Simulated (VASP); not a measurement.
# CdSe (F-43m) in VASP: further runs

CdSe is run at these levels: revPBE+D3(BJ), BLYP+D4; tasks: single point.

Program: VASP 6.6.1. These are calculated values, not measurements. Logs are shortened: lines on timing, memory, paths and dates and some standing lists are left out, and cuts for length are marked.

### Step 1. The cell of the first run

Symmetry: F-43m, No. 216, cubic system. Conventional cell: a = 6.181 Å, b = 6.181 Å, c = 6.181 Å, α = 90.00°, β = 90.00°, γ = 90.00°. Within 3.5 Å of Cd (site symmetry -43m) lie 4 Se at 2.68 Å. Se (site symmetry -43m) has 4 Cd at 2.68 Å within 3.5 Å.

### Step 2. Single point, revPBE+D3(BJ)

The input, INCAR:

```
PREC = Accurate ; ENCUT = 520
EDIFF = 1E-7 ; ISMEAR = -1
SIGMA = 0.05 ; LREAL = F
LASPH = T ; NELM = 100
ALGO = Normal ; ISIF = 2
LWAVE = F ; LCHARG = F
GGA = RE ; IVDW = 12
NBANDS = 16
```

The input, KPOINTS:

```
Automatic mesh
0
Gamma
  8 8 8
```

The input, POSCAR:

```
CdSe
1.0
    0.0000000000      3.0906047130      3.0906047130
    3.0906047130      0.0000000000      3.0906047130
    3.0906047130      3.0906047130      0.0000000000
Cd Se
1 1
Direct
    0.0000000000      0.0000000000      0.0000000000
    0.2500000000      0.2500000000      0.2500000000
```

Potentials or basis: VASP PAW PBE potentials, release 64 (Cd, Se).

Run with:

```
cat potpaw_PBE.64/Cd/POTCAR potpaw_PBE.64/Se/POTCAR > POTCAR
mpirun -np 1 vasp_std > vasp.out
```

OUTCAR:

```text
PREC = Accurate
   ENCUT = 520
   EDIFF = 1E-7
   ISMEAR = -1
   LREAL = F
   LASPH = T
   NELM = 100
   ISIF = 2
   GGA = RE
   IVDW = 12
 IVDW          = 12

 ion  position               nearest neighbor table
   1  0.000  0.000  0.000-   2 2.68   2 2.68   2 2.68   2 2.68
   2  0.250  0.250  0.250-   1 2.68   1 2.68   1 2.68   1 2.68

  LATTYP: Found a face centered cubic cell.
 ALAT       =     6.1812094260

  Lattice vectors:

 A1 = (   0.0000000000,   3.0906047130,   3.0906047130)
 A2 = (   3.0906047130,   0.0000000000,   3.0906047130)
 A3 = (   3.0906047130,   3.0906047130,   0.0000000000)

Analysis of symmetry for initial positions (statically):
=====================================================================
 Subroutine PRICEL returns:
 Original cell was already a primitive cell.

 Routine SETGRP: Setting up the symmetry group for a
 face centered cubic supercell.

 Subroutine GETGRP returns: Found 24 space group operations
 (whereof 24 operations were pure point group operations)
 out of a pool of 48 trial point group operations.

The static configuration has the point symmetry T_d .

Analysis of symmetry for dynamics (positions and initial velocities):
=====================================================================
 Subroutine PRICEL returns:
 Original cell was already a primitive cell.

 Routine SETGRP: Setting up the symmetry group for a
 face centered cubic supercell.

 Subroutine GETGRP returns: Found 24 space group operations
 (whereof 24 operations were pure point group operations)
 out of a pool of 48 trial point group operations.

The dynamic configuration has the point symmetry T_d .

 Subroutine INISYM returns: Found 24 space group operations
 (whereof 24 operations are pure point group operations),
 and found     1 'primitive' translations

----------------------------------------------------------------------------------------

                                     Primitive cell

  volume of cell :      59.0419

  direct lattice vectors                    reciprocal lattice vectors
     0.000000000  3.090604713  3.090604713    -0.161780637  0.161780637  0.161780637
     3.090604713  0.000000000  3.090604713     0.161780637 -0.161780637  0.161780637
     3.090604713  3.090604713  0.000000000     0.161780637  0.161780637 -0.161780637

  length of vectors
     4.370775101  4.370775101  4.370775101     0.280212283  0.280212283  0.280212283

  position of ions in fractional coordinates (direct lattice)
     0.000000000  0.000000000  0.000000000
     0.250000000  0.250000000  0.250000000

  ion indices of the primitive-cell ions
   primitive index   ion index
                 1           1
                 2           2

----------------------------------------------------------------------------------------

 KPOINTS: Automatic mesh

Automatic generation of k-mesh.
 Grid dimensions read from file:
 generate k-points for:    8    8    8

 Generating k-lattice:

  Cartesian coordinates                     Fractional coordinates (reciprocal lattice)
    -0.020222580  0.020222580  0.020222580     0.125000000  0.000000000  0.000000000
     0.020222580 -0.020222580  0.020222580     0.000000000  0.125000000  0.000000000
     0.020222580  0.020222580 -0.020222580     0.000000000  0.000000000  0.125000000

  Length of vectors
     0.035026535  0.035026535  0.035026535

  Shift w.r.t. Gamma in fractional coordinates (k-lattice)
     0.000000000  0.000000000  0.000000000

 Subroutine IBZKPT returns following result:
 ===========================================

 Found     29 irreducible k-points:

 Following reciprocal coordinates:
            Coordinates               Weight
  0.000000  0.000000  0.000000      1.000000
  0.125000  0.000000  0.000000      8.000000
  0.250000  0.000000  0.000000      8.000000
  0.375000  0.000000  0.000000      8.000000
  0.500000  0.000000  0.000000      4.000000
  0.125000  0.125000  0.000000      6.000000
[... 16 lines left out ...]
  0.500000  0.250000  0.125000     48.000000
 -0.375000  0.250000  0.125000     24.000000
 [... further k-points ...]
   k-points           NKPTS =     29   k-points in BZ     NKDIM =     29   number of bands    NBANDS=     16
   number of dos      NEDOS =    301   number of ions     NIONS =      2
   total plane-waves  NPLWV =  46656
   dimension x,y,z NGX =    36 NGY =   36 NGZ =   36
   dimension x,y,z NGXF=    72 NGYF=   72 NGZF=   72
   ions per type =               1   1
   NGX,Y,Z   is equivalent  to a cutoff of  13.69, 13.69, 13.69 a.u.
   NGXF,Y,Z  is equivalent  to a cutoff of  27.39, 27.39, 27.39 a.u.
 SYSTEM =  unknown system
   PREC   = accura    normal or accurate (medium, high low for compatibility)
   ISTART =      0    job   : 0-new  1-cont  2-samecut
   ICHARG =      2    charge: 1-file 2-atom 10-const
   ISPIN  =      1    spin polarized calculation?
   LNONCOLLINEAR =      F non collinear calculations
   LSORBIT =      F    spin-orbit coupling
   LASPH  =      T    aspherical Exc in radial PAW
   ENCUT  =  520.0 eV  38.22 Ry    6.18 a.u.   8.13  8.13  8.13*2*pi/ulx,y,z
   NELM   =    100;   NELMIN=  2; NELMDL= -5     # of ELM steps
   EDIFF  = 0.1E-06   stopping-criterion for ELM
   LREAL  =      F    real-space projection
   EDIFFG = 0.1E-05   stopping-criterion for IOM
   NSW    =      0    number of steps for IOM
   IBRION =     -1    ionic relax: 0-MD 1-quasi-New 2-CG
   NFREE  =      0    steps in history (QN), initial steepest desc. (CG)
   ISIF   =      2    stress and relaxation
   ISYM   =      2    0-nonsym 1-usesym 2-fastsym
   POTIM  = 0.5000    time-step for ionic-motion
   TEBEG  =    0.0;   TEEND  =   0.0 temperature during run
   PSTRESS=    0.0 pullay stress
   NELECT =      18.0000    total number of electrons
   NUPDOWN=      -1.0000    fix difference up-down
   EMIN   =  10.00;   EMAX   =-10.00  energy-range for DOS
   EFERMI =   0.00;   METHOD = LEGACY
   ISMEAR =    -1;   SIGMA  =   0.05  broadening in eV -4-tet -1-fermi 0-gaus
   EFERMI_NEDOS =   21; number of points for ismear=-14 and -15
   IALGO  =     38    algorithm
   IMIX   =      4    mixing-type and parameters
     AMIX     =   0.40;   BMIX     =  1.00
     AMIX_MAG =   1.60;   BMIX_MAG =  1.00
  volume/ion in A,a.u.               =      29.52       199.22
  Fermi-wavevector in a.u.,A,eV,Ry     =   1.101824  2.082145 16.517690  1.214016
  Thomas-Fermi vector in A             =   2.238257
   LORBIT       =      0    0 simple, 1 ext, 2 COOP (PROOUT), +10 PAW based schemes
   GGA     = RE    functional components
   LHFCALC =     F    Hartree Fock is set to
   AEXX    =    0.0000 exact exchange contribution
   IVDW    =    12    specifies the selected vdW correction
   LEPSILON=     F    determine dielectric tensor
   LRPA    =     F    only Hartree local field effects (RPA)
 non-spin polarized calculation
  energy-cutoff  :      520.00
  volume of cell :       59.04
 maximum number of plane-waves:      1639
 NGX is ok and might be reduce to    36
   NGX = 17   NGY = 17   NGZ = 17

 number of electron      17.9999999 magnetization

 Free energy of the ion-electron system (eV)
  ---------------------------------------------------
  ext. energy  EPLUGINS =         0.00000000
  ---------------------------------------------------
  free energy    TOTEN  =        -4.93200948 eV

  energy without entropy =       -4.93199755  energy(sigma->0) =       -4.93200351

 E-fermi :   1.0211     XC(G=0):  -8.4841

 val. band max:        0.6609005773   @ k =   0.0000   0.0000   0.0000
 cond. band min:       1.2988053227   @ k =   0.0000   0.0000   0.0000
 fundamental gap:      0.6379047454
 Fermi energy:         1.0211098586

 k-point     1 :       0.0000    0.0000    0.0000
  band No.  band energies     occupation
      1     -11.6369      2.00000
      2      -7.1278      2.00000
      3      -7.1278      2.00000
      4      -7.1278      2.00000
      5      -6.8054      2.00000
      6      -6.8054      2.00000
[... 8 lines left out ...]
     15      11.6580      0.00000
     16      11.6580      0.00000

 k-point     2 :       0.1250    0.0000    0.0000
  band No.  band energies     occupation
      1     -11.5896      2.00000
      2      -7.1129      2.00000
      3      -7.1129      2.00000
      4      -7.0816      2.00000
      5      -6.8060      2.00000
      6      -6.8060      2.00000
[... 8 lines left out ...]
     15      10.9743      0.00000
     16      11.1666      0.00000

 k-point     3 :       0.2500    0.0000    0.0000
  band No.  band energies     occupation
      1     -11.4744      2.00000
      2      -7.0803      2.00000
      3      -7.0803      2.00000
      4      -6.9306      2.00000
      5      -6.8031      2.00000
      6      -6.8031      2.00000
[... 8 lines left out ...]
     15      10.7402      0.00000
     16      10.9157      0.00000

 k-point     4 :       0.3750    0.0000    0.0000
  band No.  band energies     occupation
      1     -11.3582      2.00000
      2      -7.0544      2.00000
      3      -7.0544      2.00000
      4      -6.7922      2.00000
      5      -6.7922      2.00000
      6      -6.6895      2.00000
[... 8 lines left out ...]
     15      11.5688      0.00000
     16      11.5688      0.00000
[... 324 lines left out ...]
 k-point    22 :       0.3750    0.2500    0.1250
  band No.  band energies     occupation
      1     -11.3893      2.00000
      2      -7.0436      2.00000
      3      -7.0269      2.00000
      4      -6.8881      2.00000
      5      -6.7948      2.00000
      6      -6.7601      2.00000
[... 8 lines left out ...]
     15      12.1126      0.00000
     16      13.3132      0.00000

 k-point    23 :       0.5000    0.2500    0.1250
  band No.  band energies     occupation
      1     -11.2970      2.00000
      2      -7.0185      2.00000
      3      -7.0038      2.00000
      4      -6.8407      2.00000
      5      -6.7857      2.00000
      6      -6.5849      2.00000
[... 8 lines left out ...]
     15      12.4576      0.00000
     16      13.2598      0.00000

 k-point    24 :      -0.3750    0.2500    0.1250
  band No.  band energies     occupation
      1     -11.2590      2.00000
      2      -7.0134      2.00000
      3      -6.9935      2.00000
      4      -6.8200      2.00000
      5      -6.7906      2.00000
      6      -6.4661      2.00000
[... 8 lines left out ...]
     15      12.3082      0.00000
     16      13.2127      0.00000

 [... further k-points ...]

------------------------ aborting loop because EDIFF is reached ----------------------------------------

 Edisp (eV)   -1.15448

 E8    (eV) :    -0.7998

  FORCE on cell =-STRESS in cart. coord.  units (eV):
  Direction    XX          YY          ZZ          XY          YZ          ZX
  --------------------------------------------------------------------------------------
  -------------------------------------------------------------------------------------
  Total      -0.67263    -0.67263    -0.67263    -0.00000    -0.00000     0.00000
  in kB     -18.25269   -18.25269   -18.25269    -0.00000    -0.00000     0.00000
  external pressure =      -18.25 kB  Pullay stress =        0.00 kB

 VOLUME and BASIS-vectors are now :
 -----------------------------------------------------------------------------
  energy-cutoff  :      520.00
  volume of cell :       59.04
      direct lattice vectors                 reciprocal lattice vectors
     0.000000000  3.090604713  3.090604713    -0.161780637  0.161780637  0.161780637
     3.090604713  0.000000000  3.090604713     0.161780637 -0.161780637  0.161780637
     3.090604713  3.090604713  0.000000000     0.161780637  0.161780637 -0.161780637

 POSITION                                       TOTAL-FORCE (eV/Angst)
 -----------------------------------------------------------------------------------
      0.00000      0.00000      0.00000        -0.000000     -0.000000     -0.000000
      1.54530      1.54530      1.54530         0.000000      0.000000      0.000000
 -----------------------------------------------------------------------------------
    total drift:                               -0.000000     -0.000000     -0.000000

  FREE ENERGIE OF THE ION-ELECTRON SYSTEM (eV)
  ---------------------------------------------------
  free  energy   TOTEN  =        -6.0864857664 eV

  energy  without entropy=       -6.0864738319  energy(sigma->0) =       -6.08647980
```

Run time: 40 s. Hardware: 1 thread of Intel Xeon Platinum 8259CL at 2.50GHz (Skylake/Cascade Lake), shared host; peak memory 0.22 GiB.

What came out:

```yaml
Free_energy: -6.0865 eV
Pressure: -1.8 GPa
Band_gap_on_the_k_mesh: 0.64 eV, direct
Dispersion_energy_per_atom: -0.577 eV
```

Levels at points of the mesh, in eV from the valence-band top:
| k point | band 6 | band 7 | band 8 | band 9 | band 10 | band 11 | band 12 | band 13 |
| --- | --- | --- | --- | --- | --- | --- | --- | --- |
| (0.00, 0.00, 0.00) | -7.47 | 0.00 | 0.00 | 0.00 | 0.64 | 5.99 | 5.99 | 5.99 |
| (0.50, 0.00, 0.00) | -7.20 | -4.07 | -0.68 | -0.68 | 2.43 | 6.49 | 6.49 | 7.44 |
| (0.50, 0.50, 0.00) | -7.14 | -3.83 | -1.68 | -1.68 | 3.36 | 3.78 | 9.05 | 10.02 |

Caveat: the PAW data sets were made with another functional, which shifts forces and pressure a little.

### Step 3. Single point, revPBE+D3(BJ)

This run uses another cell than the first one, of 30.10 Å³/atom, 1.020 times its volume.

The input, INCAR:

```
ALGO = Normal
EDIFF = 1E-6
ENCUT = 520
GGA = RE
ISIF = 2
ISMEAR = -1
IVDW = 12
LASPH = T
LCHARG = F
LREAL = F
LWAVE = F
NBANDS = 16
NELM = 100
PREC = Accurate
SIGMA = 0.05
```

The input, KPOINTS:

```
k-points
0
Gamma
  8 8 8
```

The input, POSCAR:

```
CdSe
1.0
    0.0000000000      3.1106741371      3.1106741371
    3.1106741371      0.0000000000      3.1106741371
    3.1106741371      3.1106741371      0.0000000000
Cd Se
1 1
Direct
    0.0000000000      0.0000000000      0.0000000000
    0.2500000000      0.2500000000      0.2500000000
```

Potentials or basis: VASP PAW PBE potentials, release 64 (Cd, Se).

Run with:

```
cat potpaw_PBE.64/Cd/POTCAR potpaw_PBE.64/Se/POTCAR > POTCAR
mpirun -np 1 vasp_std > vasp.out
```

It took 33 s on 1 thread of Intel Xeon Platinum 8259CL at 2.50GHz (Skylake/Cascade Lake), shared host; peak memory 0.22 GiB.

The run converged. Its results:

| Quantity | Value |
| --- | --- |
| Free energy | -6.0705 eV |
| Pressure | -2.6 GPa |
| Band gap on the k mesh | 0.60 eV, direct |
| Dispersion energy per atom | -0.564 eV |

Levels at points of the mesh, in eV from the valence-band top:
| k point | band 5 | band 6 | band 7 | band 8 | band 9 | band 10 | band 11 | band 12 | band 13 | band 14 |
| --- | --- | --- | --- | --- | --- | --- | --- | --- | --- | --- |
| (0.00, 0.00, 0.00) | -7.43 | -7.43 | 0.00 | 0.00 | 0.00 | 0.60 | 5.99 | 5.99 | 5.99 | 9.72 |
| (0.50, 0.00, 0.00) | -7.41 | -7.18 | -3.96 | -0.65 | -0.65 | 2.40 | 6.49 | 6.49 | 7.37 | 10.06 |
| (0.50, 0.50, 0.00) | -7.38 | -7.12 | -3.75 | -1.62 | -1.62 | 3.40 | 3.75 | 8.97 | 9.90 | 9.90 |

Caveat: the PAW data sets were made with another functional, which shifts forces and pressure a little. As with any semilocal functional, this revPBE gap is likely too small.

### Step 4. Single point, BLYP+D4

The input, INCAR:

```
SYSTEM = CdSe
  PREC = Accurate
  ENCUT = 520
  EDIFF = 1E-6
  ISMEAR = -1
  SIGMA = 0.05
  LREAL = .False.
  LASPH = .True.
  NELM = 60
  ALGO = Normal
  ISIF = 2
  LWAVE = .False.
  LCHARG = .False.
  GGA = B5
  ALDAX = 1.0
  AGGAX = 1.0
  AGGAC = 1.0
  ALDAC = 0.0
  IVDW = 13
  VDW_S6 = 1.0
  VDW_S8 = 2.34076671
  VDW_A1 = 0.44488865
  VDW_A2 = 4.0933009
  NBANDS = 16
```

The input, KPOINTS:

```
Automatic mesh
0
Gamma
  8 8 8
  0 0 0
```

The input, POSCAR:

```
CdSe
1.0
    0.0000000000      3.0906047130      3.0906047130
    3.0906047130      0.0000000000      3.0906047130
    3.0906047130      3.0906047130      0.0000000000
Cd Se
1 1
Direct
    0.0000000000      0.0000000000      0.0000000000
    0.2500000000      0.2500000000      0.2500000000
```

Run with:

```
cat potpaw_PBE.64/Cd/POTCAR potpaw_PBE.64/Se/POTCAR > POTCAR
mpirun -np 1 vasp_std > vasp.out
```

It took 53 s on 1 thread of Intel Xeon Platinum 8259CL at 2.50GHz (Skylake/Cascade Lake), shared host; peak memory 0.21 GiB.

The run converged. Its results:

| Item | Value |
| --- | --- |
| Free energy | -5.6643 eV |
| Pressure | -0.4 GPa |
| Band gap on the k mesh | 0.46 eV, direct |
| Dispersion energy per atom | -0.573 eV |

Levels at points of the mesh, in eV from the valence-band top:
```
           k point  band 5  band 6  band 7  band 8  band 9  band 10  band 11  band 12  band 13  band 14
(0.00, 0.00, 0.00)   -7.52   -7.52    0.00    0.00    0.00     0.46     5.93     5.93     5.93     9.71
(0.50, 0.00, 0.00)   -7.50   -7.26   -4.10   -0.68   -0.68     2.30     6.45     6.45     7.34    10.04
(0.50, 0.50, 0.00)   -7.47   -7.20   -3.87   -1.68   -1.68     3.31     3.69     8.96     9.87     9.87
```

Caveat: the PAW data sets were made with another functional, which shifts forces and pressure a little. As with any semilocal functional, this BLYP gap is likely too small.

### Step 5. Overview

| level | cell | gap on the mesh (eV) | pressure (GPa) |
| --- | --- | --- | --- |
| revPBE+D3(BJ) | a = 4.371 Å, angles 60.0°, 2 atoms | 0.64 | -1.8 |
| revPBE+D3(BJ) | a = 4.399 Å, angles 60.0°, 2 atoms | 0.60 | -2.6 |
| BLYP+D4 | a = 4.371 Å, angles 60.0°, 2 atoms | 0.46 | -0.4 |

Alike in all rows: task single point; potentials or basis VASP PAW PBE potentials, release 64 (Cd, Se); no spin polarisation; k mesh 8 × 8 × 8; cutoff (eV) 520; smearing fermi-dirac 0.05 eV.

Caveats: the PAW data sets were made with another functional, which shifts forces and pressure a little.

Absolute energies hang on the potentials; compare differences alone.
